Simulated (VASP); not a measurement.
Set up this calculation in VASP 6.6.1, as the native input.

| Item | Value |
| --- | --- |
| Task | single point |
| Functional | PBEsol |
| Potentials or basis | VASP PAW PBE potentials, release 64 (Be) |
| Cutoff | 520 eV |
| k mesh | 24 × 24 × 8 |
| Occupations | gaussian, width 0.1 eV |
| Spin | no spin polarisation |
| Dipole correction | no |
| Further INCAR settings | ALGO = Normal; EDIFF = 1e-07; NBANDS = 12 |

The structure of Be lies in POSCAR:

```
Be
1.0
    2.2471726250      0.0000000000      0.0000000000
   -1.1235863125      1.9461085799      0.0000000000
    0.0000000000      0.0000000000      7.1602587165
Be
4
Direct
    0.0000000000      0.0000000000      0.0000000000
    0.0000000000      0.0000000000      0.5000000000
    0.3333333333      0.6666666667      0.7500000000
    0.6666666667      0.3333333333      0.2500000000
```

The input as run:

INCAR

```
ALGO     = Normal         # electronic algorithm
EDIFF    = 1E-7           # SCF threshold, eV
ENCUT    = 520            # plane-wave cutoff, eV
GGA      = PS             # functional
ISIF     = 2              # what is computed and relaxed
ISMEAR   = 0              # smearing method
LASPH    = True           # aspherical terms in the spheres
LCHARG   = False          # write CHGCAR
LREAL    = False          # projectors in reciprocal space
LWAVE    = False          # write WAVECAR
NBANDS   = 12             # bands
NELM     = 60             # most SCF steps
PREC     = Accurate       # precision mode
SIGMA    = 0.1            # smearing width, eV
```

KPOINTS

```
k-points
0
Gamma
  24 24 8
```

Potentials or basis: VASP PAW PBE potentials, release 64 (Be).

Run with:

```sh
$ cat potpaw_PBE.64/Be/POTCAR > POTCAR
$ mpirun -np 1 vasp_std > vasp.out
```

Results of the run:

| Property | Result |
| --- | --- |
| Pressure | 0.4 GPa |
| Band gap on the k mesh | zero (bands 4 and 5 overlap by 1.60 eV) |

Caveat: the PAW data sets were made with another functional, which shifts forces and pressure a little.

Run time: 42 s on 1 thread of Intel(R) Xeon(R) 6975P-C (Granite Rapids), on a shared host, peak memory 0.2 GiB.
